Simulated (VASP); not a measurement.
# Sb (P6/mmm) in VASP: further runs

Runs on Sb. Level: PBE. Tasks: single point.

Program: VASP 6.6.1. These are calculated values, not measurements. Logs are shortened: lines on timing, memory, paths and dates and some standing lists are left out, and cuts for length are marked.

### 1 The cell of the first run

The structure is hexagonal, space group P6/mmm (No. 191). Conventional cell: a = 2.915 Å, b = 2.915 Å, c = 2.773 Å, α = 90.00°, β = 90.00°, γ = 120.00°. Sb (site symmetry 6/mmm) has 8 Sb at 2.77 to 2.92 Å within 3.7 Å.

### 2 Single point, PBE

INCAR reads:

```
PREC = Accurate
ENCUT = 520
EDIFF = 1E-7
ISMEAR = -1
SIGMA = 0.05
LREAL = False
LASPH = True
NELM = 80
ALGO = Normal
ISIF = 2
LWAVE = False
LCHARG = False
GGA = PE
NBANDS = 8
```

KPOINTS reads:

```
Automatic mesh
0
Gamma
  13 13 12
```

POSCAR reads:

```
Sb
1.0
    2.9151183637      0.0000000000      0.0000000000
   -1.4575591818      2.5245665580      0.0000000000
    0.0000000000      0.0000000000      2.7734607781
Sb
1
Direct
    0.0000000000      0.0000000000      0.0000000000
```

Potentials or basis: VASP PAW PBE potentials, release 64 (Sb).

The run is started by

```console
$ cat potpaw_PBE.64/Sb/POTCAR > POTCAR
$ mpirun -np 1 vasp_std > vasp.out
```

OUTCAR:

```text
PREC = Accurate
   ENCUT = 520
   EDIFF = 1E-7
   ISMEAR = -1
   LREAL = False
   LASPH = True
   NELM = 80
   ISIF = 2
   GGA = PE

 ion  position               nearest neighbor table
   1  0.000  0.000  0.000-

  LATTYP: Found a hexagonal cell.
 ALAT       =     2.9151183637
 C/A-ratio  =     0.9514058889

  Lattice vectors:

 A1 = (   2.9151183637,   0.0000000000,   0.0000000000)
 A2 = (  -1.4575591818,   2.5245665580,   0.0000000000)
 A3 = (   0.0000000000,   0.0000000000,   2.7734607781)

Analysis of symmetry for initial positions (statically):
=====================================================================
 Subroutine PRICEL returns:
 Original cell was already a primitive cell.

 Routine SETGRP: Setting up the symmetry group for a
 hexagonal supercell.

 Subroutine GETGRP returns: Found 24 space group operations
 (whereof 24 operations were pure point group operations)
 out of a pool of 24 trial point group operations.

The static configuration has the point symmetry D_6h.

Analysis of symmetry for dynamics (positions and initial velocities):
=====================================================================
 Subroutine PRICEL returns:
 Original cell was already a primitive cell.

 Routine SETGRP: Setting up the symmetry group for a
 hexagonal supercell.

 Subroutine GETGRP returns: Found 24 space group operations
 (whereof 24 operations were pure point group operations)
 out of a pool of 24 trial point group operations.

The dynamic configuration has the point symmetry D_6h.

 Subroutine INISYM returns: Found 24 space group operations
 (whereof 24 operations are pure point group operations),
 and found     1 'primitive' translations

----------------------------------------------------------------------------------------

                                     Primitive cell

  volume of cell :      20.4110

  direct lattice vectors                    reciprocal lattice vectors
     2.915118364  0.000000000  0.000000000     0.343039244  0.198053800  0.000000000
    -1.457559182  2.524566558  0.000000000     0.000000000  0.396107600  0.000000000
     0.000000000  0.000000000  2.773460778     0.000000000  0.000000000  0.360560354

  length of vectors
     2.915118364  2.915118364  2.773460778     0.396107600  0.396107600  0.360560354
[... 77 lines left out ...]
   ENCUT  =  520.0 eV  38.22 Ry    6.18 a.u.   5.42  5.42  5.16*2*pi/ulx,y,z
   NELM   =     80;   NELMIN=  2; NELMDL= -5     # of ELM steps
   EDIFF  = 0.1E-06   stopping-criterion for ELM
   LREAL  =      F    real-space projection
   EDIFFG = 0.1E-05   stopping-criterion for IOM
   NSW    =      0    number of steps for IOM
   IBRION =     -1    ionic relax: 0-MD 1-quasi-New 2-CG
   NFREE  =      0    steps in history (QN), initial steepest desc. (CG)
   ISIF   =      2    stress and relaxation
   ISYM   =      2    0-nonsym 1-usesym 2-fastsym
   POTIM  = 0.5000    time-step for ionic-motion
   TEBEG  =    0.0;   TEEND  =   0.0 temperature during run
   PSTRESS=    0.0 pullay stress
   NELECT =       5.0000    total number of electrons
   NUPDOWN=      -1.0000    fix difference up-down
   EMIN   =  10.00;   EMAX   =-10.00  energy-range for DOS
   EFERMI =   0.00;   METHOD = LEGACY
   ISMEAR =    -1;   SIGMA  =   0.05  broadening in eV -4-tet -1-fermi 0-gaus
   EFERMI_NEDOS =   21; number of points for ismear=-14 and -15
   IALGO  =     38    algorithm
   IMIX   =      4    mixing-type and parameters
     AMIX     =   0.40;   BMIX     =  1.00
     AMIX_MAG =   1.60;   BMIX_MAG =  1.00
  volume/ion in A,a.u.               =      20.41       137.74
  Fermi-wavevector in a.u.,A,eV,Ry     =   1.024338  1.935718 14.276154  1.049268
  Thomas-Fermi vector in A             =   2.158119
   LORBIT       =      0    0 simple, 1 ext, 2 COOP (PROOUT), +10 PAW based schemes
   GGA     = PE    functional components
   LHFCALC =     F    Hartree Fock is set to
   AEXX    =    0.0000 exact exchange contribution
   IVDW    =     0    specifies the selected vdW correction
   LEPSILON=     F    determine dielectric tensor
   LRPA    =     F    only Hartree local field effects (RPA)
 non-spin polarized calculation
  energy-cutoff  :      520.00
  volume of cell :       20.41
 maximum number of plane-waves:       568
 NGX is ok and might be reduce to    24

 number of electron       4.9999999 magnetization

 Free energy of the ion-electron system (eV)
  ---------------------------------------------------
  ext. energy  EPLUGINS =         0.00000000
  ---------------------------------------------------
  free energy    TOTEN  =        -3.10257923 eV

  energy without entropy =       -3.09918717  energy(sigma->0) =       -3.10088320

 E-fermi :  12.7815     XC(G=0): -11.4079

 val. band max:       12.7217545365   @ k =   0.3077   0.0769   0.2500
 cond. band min:      12.8260329479   @ k =   0.3846   0.2308   0.3333
 fundamental gap:      0.1042784114
 Fermi energy:        12.7814655727

 k-point     1 :       0.0000    0.0000    0.0000
  band No.  band energies     occupation
      1      -3.0134      2.00000
      2      16.6132      0.00000
      3      19.4214      0.00000
      4      19.4214      0.00000
      5      20.1574      0.00000
      6      23.0051      0.00000
      7      23.7568      0.00000
      8      23.7568      0.00000
[... 243 lines left out ...]
 k-point    24 :       0.1538    0.0000    0.0833
  band No.  band energies     occupation
      1      -2.2847      2.00000
      2      14.9627      0.00000
      3      15.7881      0.00000
      4      17.8823      0.00000
      5      20.7563      0.00000
      6      22.7810      0.00000
      7      25.9838      0.00000
      8      27.4880      0.00000

 [... further k-points ...]

------------------------ aborting loop because EDIFF is reached ----------------------------------------

  FORCE on cell =-STRESS in cart. coord.  units (eV):
  Direction    XX          YY          ZZ          XY          YZ          ZX
  --------------------------------------------------------------------------------------
  -------------------------------------------------------------------------------------
  Total        5.7919896      5.7919896      5.8183606      0.0000000      0.0000000      0.0000000
  in kB      454.6459295    454.6459295    456.7159409      0.0000000      0.0000000      0.0000000
  external PRESSURE =     455.3359333 kB  Pullay stress =       0.0000000 kB

 VOLUME and BASIS-vectors are now :
 -----------------------------------------------------------------------------
  energy-cutoff  :      520.00
  volume of cell :       20.41
      direct lattice vectors                 reciprocal lattice vectors
     2.915118364  0.000000000  0.000000000     0.343039244  0.198053800  0.000000000
    -1.457559182  2.524566558  0.000000000     0.000000000  0.396107600  0.000000000
     0.000000000  0.000000000  2.773460778     0.000000000  0.000000000  0.360560354

 POSITION                                       TOTAL-FORCE (eV/Angst)
 -----------------------------------------------------------------------------------
      0.00000      0.00000      0.00000         0.000000      0.000000      0.000000
 -----------------------------------------------------------------------------------
    total drift:                               -0.000000      0.000000      0.000000

  FREE ENERGIE OF THE ION-ELECTRON SYSTEM (eV)
  ---------------------------------------------------
  free  energy   TOTEN  =        -3.1025792255 eV

  energy  without entropy=       -3.0991871684  energy(sigma->0) =       -3.10088320
```

OSZICAR:

```text
N       E                     dE             d eps       ncg     rms          rms(c)
DAV:   1     0.695258277083E+01    0.69526E+01   -0.18211E+03  2416   0.426E+02
DAV:   2    -0.301185499321E+01   -0.99644E+01   -0.94294E+01  3336   0.572E+01
DAV:   3    -0.311674736367E+01   -0.10489E+00   -0.10470E+00  2960   0.671E+00
DAV:   4    -0.311702752436E+01   -0.28016E-03   -0.28016E-03  3400   0.396E-01
DAV:   5    -0.311702809292E+01   -0.56856E-06   -0.56833E-06  3096   0.124E-02    0.344E+00
DAV:   6    -0.310744206495E+01    0.95860E-02   -0.14199E-03  2896   0.237E-01    0.213E+00
DAV:   7    -0.310264732322E+01    0.47947E-02   -0.27697E-03  2720   0.351E-01    0.342E-02
DAV:   8    -0.310258386462E+01    0.63459E-04   -0.98898E-05  2720   0.599E-02    0.143E-02
DAV:   9    -0.310257937672E+01    0.44879E-05   -0.49868E-06  3296   0.132E-02    0.562E-03
DAV:  10    -0.310257904446E+01    0.33225E-06   -0.30428E-07  2864   0.411E-03    0.178E-03
DAV:  11    -0.310257927843E+01   -0.23397E-06   -0.31571E-09  2384   0.453E-04    0.213E-04
DAV:  12    -0.310257922550E+01    0.52932E-07   -0.50318E-10  1552   0.177E-04
   1 F= -.31025792E+01 E0= -.31008832E+01  d E =-.339206E-02
```

It took 26 s on 1 thread of Intel Xeon 8259CL, shared host; peak memory 0.15 GiB.

Results:

- Free energy: -3.1026 eV
- Pressure: 45.5 GPa

Levels at points of the mesh, in eV from the Fermi level:
| k point | band 1 | band 2 | band 3 | band 4 | band 5 | band 6 | band 7 |
| --- | --- | --- | --- | --- | --- | --- | --- |
| (0.00, 0.00, 0.00) | -15.79 | 3.83 | 6.64 | 6.64 | 7.38 | 10.22 | 10.98 |
| (0.00, 0.00, 0.50) | -11.94 | -8.50 | 10.46 | 10.46 | 12.57 | 12.64 | 13.37 |

Caveat: spin-orbit coupling is left out, which moves the levels of the heavy elements.

### 3 Single point, PBE

This run uses another cell than the first one, of 23.33 Å³/atom, 1.143 times its volume.

INCAR reads:

```
PREC     = Accurate       # precision mode
ENCUT    = 520            # plane-wave cutoff, eV
EDIFF    = 1E-7           # SCF threshold, eV
ISMEAR   = -1             # smearing method
SIGMA    = 0.05           # smearing width, eV
LREAL    = False          # projectors in reciprocal space
LASPH    = True           # aspherical terms in the spheres
NELM     = 100            # most SCF steps
ALGO     = Normal         # electronic algorithm
ISIF     = 2              # what is computed and relaxed
LWAVE    = False          # write WAVECAR
LCHARG   = True           # write CHGCAR
GGA      = PE             # functional
LELF     = True           # ELF
LVHAR    = True         
NBANDS   = 8              # bands
```

KPOINTS reads:

```
regular mesh
0
Gamma
  13 13 12
```

POSCAR reads:

```
Sb
1.0
    3.0514187911      0.0000000000      0.0000000000
   -1.5257093956      2.6426061907      0.0000000000
    0.0000000000      0.0000000000      2.8928287790
Sb
1
Direct
    0.0000000000      0.0000000000      0.0000000000
```

Potentials or basis: VASP PAW PBE potentials, release 64 (Sb).

The run is started by

```console
$ cat potpaw_PBE.64/Sb/POTCAR > POTCAR
$ mpirun -np 1 vasp_std > vasp.out
```

Run time: 32 s. Hardware: 1 thread of Intel Xeon 8259CL, shared host; peak memory 0.15 GiB.

It converged, with:

* Free energy: -3.6855 eV
* Pressure: 21.1 GPa

Levels at points of the mesh, in eV from the Fermi level:
```tsv
k point	band 1	band 2	band 3	band 4	band 5
(0.00, 0.00, 0.00)	-14.35	3.66	5.76	5.76	7.21
(0.00, 0.00, 0.50)	-11.10	-7.29	8.75	8.75	12.18
```

Caveat: spin-orbit coupling is left out, which moves the levels of the heavy elements.

### 4 Single point, PBE

INCAR reads:

```
SYSTEM = Sb
PREC     = Accurate       ! precision mode
ENCUT    = 520            ! plane-wave cutoff, eV
EDIFF    = 1E-6           ! SCF threshold, eV
ISMEAR   = -1             ! smearing method
SIGMA    = 0.05           ! smearing width, eV
LREAL    = .FALSE.        ! projectors in reciprocal space
LASPH    = .TRUE.         ! aspherical terms in the spheres
NELM     = 60             ! most SCF steps
ALGO     = Normal         ! electronic algorithm
ISIF     = 2              ! what is computed and relaxed
LWAVE    = .FALSE.        ! write WAVECAR
LCHARG   = .FALSE.        ! write CHGCAR
GGA      = PE             ! functional
NBANDS   = 8              ! bands
```

KPOINTS reads:

```
Automatic mesh
0
G
  13 13 12
  0 0 0
```

POSCAR is that of step 3.

Potentials or basis: VASP PAW PBE potentials, release 64 (Sb).

The run is started by

```console
$ cat potpaw_PBE.64/Sb/POTCAR > POTCAR
$ mpirun -np 1 vasp_std > vasp.out
```

OUTCAR:

```text
SYSTEM = Sb
   PREC = Accurate
   ENCUT = 520
   EDIFF = 1E-6
   ISMEAR = -1
   LREAL = .FALSE.
   LASPH = .TRUE.
   NELM = 60
   ISIF = 2
   GGA = PE

 ion  position               nearest neighbor table
   1  0.000  0.000  0.000-

  LATTYP: Found a hexagonal cell.
 ALAT       =     3.0514187911
 C/A-ratio  =     0.9480274512

  Lattice vectors:

 A1 = (   3.0514187911,   0.0000000000,   0.0000000000)
 A2 = (  -1.5257093956,   2.6426061907,   0.0000000000)
 A3 = (   0.0000000000,   0.0000000000,   2.8928287790)
[... 434 lines left out ...]
  band No.  band energies     occupation
      1      -3.1610      2.00000
      2      12.5289      0.00000
      3      13.3533      0.00000
      4      15.0664      0.00000
      5      18.4148      0.00000
      6      20.1593      0.00000
      7      23.1087      0.00000
      8      24.3593      0.00000

 [... further k-points ...]
[... 5 lines left out ...]
  --------------------------------------------------------------------------------------
  -------------------------------------------------------------------------------------
  Total        3.0695200      3.0695200      3.0766452     -0.0000000     -0.0000000     -0.0000000
  in kB      210.8259469    210.8259469    211.3153314     -0.0000000     -0.0000000     -0.0000000
  external PRESSURE =     210.9890751 kB  Pullay stress =       0.0000000 kB

 VOLUME and BASIS-vectors are now :
 -----------------------------------------------------------------------------
  energy-cutoff  :      520.00
  volume of cell :       23.33
      direct lattice vectors                 reciprocal lattice vectors
     3.051418791  0.000000000  0.000000000     0.327716406  0.189207155  0.000000000
    -1.525709396  2.642606191  0.000000000     0.000000000  0.378414311  0.000000000
     0.000000000  0.000000000  2.892828779     0.000000000  0.000000000  0.345682402

 POSITION                                       TOTAL-FORCE (eV/Angst)
 -----------------------------------------------------------------------------------
      0.00000      0.00000      0.00000         0.000000      0.000000      0.000000
 -----------------------------------------------------------------------------------
    total drift:                               -0.000000      0.000000      0.000000

  FREE ENERGIE OF THE ION-ELECTRON SYSTEM (eV)
  ---------------------------------------------------
  free  energy   TOTEN  =        -3.6854637976 eV

  energy  without entropy=       -3.6812348941  energy(sigma->0) =       -3.68334935
```

OSZICAR:

```text
N       E                     dE             d eps       ncg     rms          rms(c)
DAV:   1     0.637350377713E+01    0.63735E+01   -0.16735E+03  2384   0.412E+02
DAV:   2    -0.359727329521E+01   -0.99708E+01   -0.95528E+01  3352   0.562E+01
DAV:   3    -0.368903371657E+01   -0.91760E-01   -0.91626E-01  2936   0.630E+00
DAV:   4    -0.368932453333E+01   -0.29082E-03   -0.29081E-03  3392   0.421E-01
DAV:   5    -0.368932526922E+01   -0.73589E-06   -0.73540E-06  2992   0.132E-02    0.267E+00
DAV:   6    -0.368679079183E+01    0.25345E-02   -0.38510E-04  3064   0.157E-01    0.162E+00
DAV:   7    -0.368546990503E+01    0.13209E-02   -0.83713E-04  2736   0.241E-01    0.510E-02
DAV:   8    -0.368546381071E+01    0.60943E-05   -0.23476E-05  3024   0.287E-02    0.781E-03
DAV:   9    -0.368546379756E+01    0.13151E-07   -0.14499E-06  3368   0.894E-03
   1 F= -.36854638E+01 E0= -.36833493E+01  d E =-.422890E-02
```

It took 22 s on 1 thread of Intel Xeon 8259CL, shared host; peak memory 0.15 GiB.

What came out:

```yaml
Free_energy: -3.6855 eV
Pressure: 21.1 GPa
```

Caveat: spin-orbit coupling is left out, which moves the levels of the heavy elements.

[end of part 1 of 2]
